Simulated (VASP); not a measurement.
# Si (Imma) in VASP: further runs

Runs on Si. Level: LDA. Tasks: single point.

Everything below comes from runs of VASP 6.6.1. Logs are shortened: lines on timing, memory, paths and dates and some standing lists are left out, and cuts for length are marked.

### 1 The cell of the first run

It takes space group Imma (No. 74, orthorhombic). Conventional cell: a = 4.502 Å, b = 4.737 Å, c = 2.550 Å, α = 90.00°, β = 90.00°, γ = 90.00°. Si (site symmetry mm2) has 8 Si at 2.39 to 2.74 Å within 3.2 Å.

### 2 Single point, LDA

INCAR

```
SYSTEM = Si
ALGO = Normal
EDIFF = 1E-6
ENCUT = 520
ISIF = 2
ISMEAR = 0
LASPH = .True.
LCHARG = .False.
LREAL = .False.
LWAVE = .False.
NBANDS = 11
NELM = 100
PREC = Accurate
SIGMA = 0.1
```

KPOINTS

```
k-points
0
Gamma
  15 15 15
  0 0 0
```

POSCAR

```
Si
1.0
   -2.2510000000      2.3685000000      1.2750000000
    2.2510000000     -2.3685000000      1.2750000000
    2.2510000000      2.3685000000     -1.2750000000
Si
2
Direct
    0.8070000000      0.0570000000      0.7500000000
    0.1930000000      0.9430000000      0.2500000000
```

Potentials or basis: VASP PAW LDA potentials, release 64 (Si).

Command:

```
$ cat potpaw_LDA.64/Si/POTCAR > POTCAR
$ mpirun -np 1 vasp_std > vasp.out
```

OUTCAR:

```text
SYSTEM = Si
   EDIFF = 1E-6
   ENCUT = 520
   ISIF = 2
   ISMEAR = 0
   LASPH = .True.
   LREAL = .False.
   NELM = 100
   PREC = Accurate

 ion  position               nearest neighbor table
   1  0.807  0.057  0.750-   2 2.39   2 2.39   2 2.46   2 2.46   2 2.74   2 2.74
   2  0.193  0.943  0.250-   1 2.39   1 2.39   1 2.46   1 2.46   1 2.74   1 2.74

  LATTYP: Found a body centered orthorhombic cell.
 ALAT       =     2.5500000000
 B/A-ratio  =     1.7654901961
 C/A-ratio  =     1.8576470588

  Lattice vectors:

 A1 = (   2.2510000000,  -2.3685000000,   1.2750000000)
 A2 = (  -2.2510000000,  -2.3685000000,  -1.2750000000)
 A3 = (   2.2510000000,   2.3685000000,  -1.2750000000)

Analysis of symmetry for initial positions (statically):
=====================================================================
 Subroutine PRICEL returns:
 Original cell was already a primitive cell.

 Routine SETGRP: Setting up the symmetry group for a
 body centered orthorhombic supercell.

 Subroutine GETGRP returns: Found  8 space group operations
 (whereof  4 operations were pure point group operations)
 out of a pool of  8 trial point group operations.

The static configuration has the point symmetry C_2h.
 The point group associated with its full space group is D_2h.

Analysis of symmetry for dynamics (positions and initial velocities):
=====================================================================
 Subroutine PRICEL returns:
 Original cell was already a primitive cell.

 Routine SETGRP: Setting up the symmetry group for a
 body centered orthorhombic supercell.

 Subroutine GETGRP returns: Found  8 space group operations
 (whereof  4 operations were pure point group operations)
 out of a pool of  8 trial point group operations.

The dynamic configuration has the point symmetry C_2h.
 The point group associated with its full space group is D_2h.

 Subroutine INISYM returns: Found  8 space group operations
 (whereof  4 operations are pure point group operations),
 and found     1 'primitive' translations

----------------------------------------------------------------------------------------

                                     Primitive cell

  volume of cell :      27.1906

  direct lattice vectors                    reciprocal lattice vectors
    -2.251000000  2.368500000  1.275000000     0.000000000  0.211104074  0.392156863
     2.251000000 -2.368500000  1.275000000     0.222123501  0.000000000  0.392156863
     2.251000000  2.368500000 -1.275000000     0.222123501  0.211104074  0.000000000

  length of vectors
     3.507480328  3.507480328  3.507480328     0.445367191  0.450694857  0.306437236

  position of ions in fractional coordinates (direct lattice)
     0.807000000  0.057000000  0.750000000
     0.193000000  0.943000000  0.250000000

  ion indices of the primitive-cell ions
   primitive index   ion index
                 1           1
                 2           2

----------------------------------------------------------------------------------------

 KPOINTS: k-points

Automatic generation of k-mesh.
 Grid dimensions read from file:
 generate k-points for:   15   15   15

 Generating k-lattice:

  Cartesian coordinates                     Fractional coordinates (reciprocal lattice)
     0.000000000  0.014073605  0.026143791     0.066666667  0.000000000 -0.000000000
     0.014808233  0.000000000  0.026143791     0.000000000  0.066666667  0.000000000
     0.014808233  0.014073605  0.000000000    -0.000000000  0.000000000  0.066666667

  Length of vectors
     0.029691146  0.030046324  0.020429149

  Shift w.r.t. Gamma in fractional coordinates (k-lattice)
     0.000000000  0.000000000  0.000000000

 Subroutine IBZKPT returns following result:
 ===========================================

 Found    512 irreducible k-points:

 Following reciprocal coordinates:
            Coordinates               Weight
  0.000000  0.000000  0.000000      1.000000
  0.066667 -0.000000  0.000000      4.000000
  0.133333  0.000000 -0.000000      4.000000
  0.200000  0.000000  0.000000      4.000000
  0.266667  0.000000 -0.000000      4.000000
  0.333333  0.000000  0.000000      4.000000
[... 16 lines left out ...]
 -0.066667  0.066667 -0.000000      4.000000
  0.000000  0.133333  0.000000      4.000000
 [... further k-points ...]
   k-points           NKPTS =    512   k-points in BZ     NKDIM =    512   number of bands    NBANDS=     11
   number of dos      NEDOS =    301   number of ions     NIONS =      2
   total plane-waves  NPLWV =  21952
   dimension x,y,z NGX =    28 NGY =   28 NGZ =   28
   dimension x,y,z NGXF=    56 NGYF=   56 NGZF=   56
   ions per type =               2
   NGX,Y,Z   is equivalent  to a cutoff of  13.27, 13.27, 13.27 a.u.
   NGXF,Y,Z  is equivalent  to a cutoff of  26.54, 26.54, 26.54 a.u.
 SYSTEM =  Si
   PREC   = accura    normal or accurate (medium, high low for compatibility)
   ISTART =      0    job   : 0-new  1-cont  2-samecut
   ICHARG =      2    charge: 1-file 2-atom 10-const
   ISPIN  =      1    spin polarized calculation?
   LNONCOLLINEAR =      F non collinear calculations
   LSORBIT =      F    spin-orbit coupling
   LASPH  =      T    aspherical Exc in radial PAW
   ENCUT  =  520.0 eV  38.22 Ry    6.18 a.u.   6.52  6.52  6.52*2*pi/ulx,y,z
   NELM   =    100;   NELMIN=  2; NELMDL= -5     # of ELM steps
   EDIFF  = 0.1E-05   stopping-criterion for ELM
   LREAL  =      F    real-space projection
   EDIFFG = 0.1E-04   stopping-criterion for IOM
   NSW    =      0    number of steps for IOM
   IBRION =     -1    ionic relax: 0-MD 1-quasi-New 2-CG
   NFREE  =      0    steps in history (QN), initial steepest desc. (CG)
   ISIF   =      2    stress and relaxation
   ISYM   =      2    0-nonsym 1-usesym 2-fastsym
   POTIM  = 0.5000    time-step for ionic-motion
   TEBEG  =    0.0;   TEEND  =   0.0 temperature during run
   PSTRESS=    0.0 pullay stress
   NELECT =       8.0000    total number of electrons
   NUPDOWN=      -1.0000    fix difference up-down
   EMIN   =  10.00;   EMAX   =-10.00  energy-range for DOS
   EFERMI =   0.00;   METHOD = LEGACY
   ISMEAR =     0;   SIGMA  =   0.10  broadening in eV -4-tet -1-fermi 0-gaus
   EFERMI_NEDOS =   21; number of points for ismear=-14 and -15
   IALGO  =     38    algorithm
   IMIX   =      4    mixing-type and parameters
     AMIX     =   0.40;   BMIX     =  1.00
     AMIX_MAG =   1.60;   BMIX_MAG =  1.00
  volume/ion in A,a.u.               =      13.60        91.75
  Fermi-wavevector in a.u.,A,eV,Ry     =   1.088843  2.057614 16.130773  1.185578
  Thomas-Fermi vector in A             =   2.225033
   LORBIT       =      0    0 simple, 1 ext, 2 COOP (PROOUT), +10 PAW based schemes
   GGA     = CA    functional components
   LHFCALC =     F    Hartree Fock is set to
   AEXX    =    0.0000 exact exchange contribution
   IVDW    =     0    specifies the selected vdW correction
   LEPSILON=     F    determine dielectric tensor
   LRPA    =     F    only Hartree local field effects (RPA)
 non-spin polarized calculation
 Gauss-broadening in eV      SIGMA  =   0.10
  energy-cutoff  :      520.00
  volume of cell :       27.19
 maximum number of plane-waves:       761
 NGX is ok and might be reduce to    28
   NGX = 13   NGY = 13   NGZ = 13

 number of electron       8.0000000 magnetization

 Free energy of the ion-electron system (eV)
  ---------------------------------------------------
  ext. energy  EPLUGINS =         0.00000000
  ---------------------------------------------------
  free energy    TOTEN  =       -11.41990368 eV

  energy without entropy =      -11.41668288  energy(sigma->0) =      -11.41829328

 E-fermi :  10.6548     XC(G=0): -11.4535

 val. band max:       10.6477248608   @ k =   0.1333   0.4667   0.0000
 cond. band min:      10.6607854153   @ k =   0.4667   0.2667   0.0000
 fundamental gap:      0.0130605545
 Fermi energy:        10.6547602202

 k-point     1 :       0.0000    0.0000    0.0000
  band No.  band energies     occupation
      1      -4.0936      2.00000
      2       7.7074      2.00000
      3       8.1963      2.00000
      4       8.9689      2.00000
      5      11.7906      0.00000
      6      18.4397      0.00000
      7      19.7201      0.00000
      8      20.5835      0.00000
      9      21.1412      0.00000
     10      21.2809      0.00000
     11      22.6536      0.00000

 k-point     2 :       0.0667   -0.0000    0.0000
  band No.  band energies     occupation
      1      -3.9665      2.00000
      2       7.6612      2.00000
      3       7.8208      2.00000
      4       9.5452      2.00000
      5      12.0783      0.00000
      6      17.5429      0.00000
      7      18.9584      0.00000
      8      19.9998      0.00000
      9      20.5255      0.00000
     10      21.1796      0.00000
     11      22.7040      0.00000

 k-point     3 :       0.1333    0.0000   -0.0000
  band No.  band energies     occupation
      1      -3.5859      2.00000
      2       7.4138      2.00000
      3       7.5852      2.00000
      4      10.5089      1.96087
      5      12.8761      0.00000
      6      16.1484      0.00000
      7      16.5750      0.00000
      8      18.8880      0.00000
      9      18.9525      0.00000
     10      20.4149      0.00000
     11      22.6335      0.00000
[... 267 lines left out ...]
 k-point    23 :      -0.0667    0.0667   -0.0000
  band No.  band energies     occupation
      1      -4.0336      2.00000
      2       6.9550      2.00000
      3       8.0535      2.00000
      4       9.6178      2.00000
      5      12.2403      0.00000
      6      17.6248      0.00000
      7      19.9667      0.00000
      8      20.6587      0.00000
      9      21.0697      0.00000
     10      21.1176      0.00000
     11      22.7943      0.00000

 k-point    24 :       0.0000    0.1333    0.0000
  band No.  band energies     occupation
      1      -3.5729      2.00000
      2       6.9270      2.00000
      3       7.8830      2.00000
      4      10.6300      1.27345
      5      13.0148      0.00000
      6      16.1916      0.00000
      7      17.0883      0.00000
      8      19.1808      0.00000
      9      19.3852      0.00000
     10      19.6995      0.00000
     11      20.8944      0.00000

 [... further k-points ...]

------------------------ aborting loop because EDIFF is reached ----------------------------------------

  FORCE on cell =-STRESS in cart. coord.  units (eV):
  Direction    XX          YY          ZZ          XY          YZ          ZX
  --------------------------------------------------------------------------------------
  -------------------------------------------------------------------------------------
  Total        1.5427222      2.1905359      1.8384837      0.0000000      0.0000000      0.0000000
  in kB       90.9032182    129.0749321    108.3306414      0.0000000      0.0000000      0.0000000
  external PRESSURE =     109.4362639 kB  Pullay stress =       0.0000000 kB

 VOLUME and BASIS-vectors are now :
 -----------------------------------------------------------------------------
  energy-cutoff  :      520.00
  volume of cell :       27.19
      direct lattice vectors                 reciprocal lattice vectors
    -2.251000000  2.368500000  1.275000000     0.000000000  0.211104074  0.392156863
     2.251000000 -2.368500000  1.275000000     0.222123501  0.000000000  0.392156863
     2.251000000  2.368500000 -1.275000000     0.222123501  0.211104074  0.000000000

 POSITION                                       TOTAL-FORCE (eV/Angst)
 -----------------------------------------------------------------------------------
      0.00000      3.55275      0.14535         0.000000     -0.000000      0.017458
      2.25100     -1.18425      1.12965        -0.000000      0.000000     -0.017458
 -----------------------------------------------------------------------------------
    total drift:                               -0.000000     -0.000000      0.000000

  FREE ENERGIE OF THE ION-ELECTRON SYSTEM (eV)
  ---------------------------------------------------
  free  energy   TOTEN  =       -11.4199036760 eV

  energy  without entropy=      -11.4166828821  energy(sigma->0) =      -11.41829328
```

Run time: 60 s. Hardware: 1 thread of Intel Xeon 6975P-C (Granite Rapids), shared host; peak memory 0.22 GiB.

What came out:

* Free energy: -11.4199 eV
* Pressure: 10.9 GPa
* Largest force: 0.017 eV/Å
* Band gap on the k mesh: zero (band 4 reaches 13.43 eV, above the bottom of band 5 at 5.74 eV)

Forces on the atoms (eV/Å):
```
Si   0.000  0.000  0.017
Si   0.000  0.000 -0.017
```

### 3 Single point, LDA

INCAR

```
PREC = Accurate ; ENCUT = 520
EDIFF = 1E-7 ; ISMEAR = 0
SIGMA = 0.05 ; LREAL = F
LASPH = T ; NELM = 100
ALGO = Normal ; ISIF = 2
LWAVE = F ; LCHARG = F
GGA = CA ; NBANDS = 11
```

KPOINTS

```
regular mesh
0
Gamma
  15 15 15
```

POSCAR is that of step 2.

Potentials or basis: VASP PAW LDA potentials, release 64 (Si).

Command:

```
$ cat potpaw_LDA.64/Si/POTCAR > POTCAR
$ mpirun -np 1 vasp_std > vasp.out
```

It took 55 s on 1 thread of Intel Xeon 6975P-C (Granite Rapids), shared host; peak memory 0.23 GiB.

It converged, with:

- Free energy: -11.4187 eV
- Pressure: 10.9 GPa
- Largest force: 0.017 eV/Å
- Band gap on the k mesh: zero (band 4 reaches 13.43 eV, above the bottom of band 5 at 5.74 eV)

Forces on the atoms (eV/Å):
```
Si   0.000  0.000  0.017
Si   0.000  0.000 -0.017
```

Stress tensor (GPa, compression positive):
```
 8.99  0.00  0.00
 0.00 12.83  0.00
 0.00  0.00 11.00
```

Levels at points of the mesh, in eV from the Fermi level:
| k point | band 1 | band 2 | band 3 | band 4 | band 5 | band 6 | band 7 | band 8 |
| --- | --- | --- | --- | --- | --- | --- | --- | --- |
| (0.00, 0.00, 0.00) | -14.74 | -2.94 | -2.45 | -1.68 | 1.14 | 7.79 | 9.07 | 9.93 |

(Part 1 of 2 ends here.)
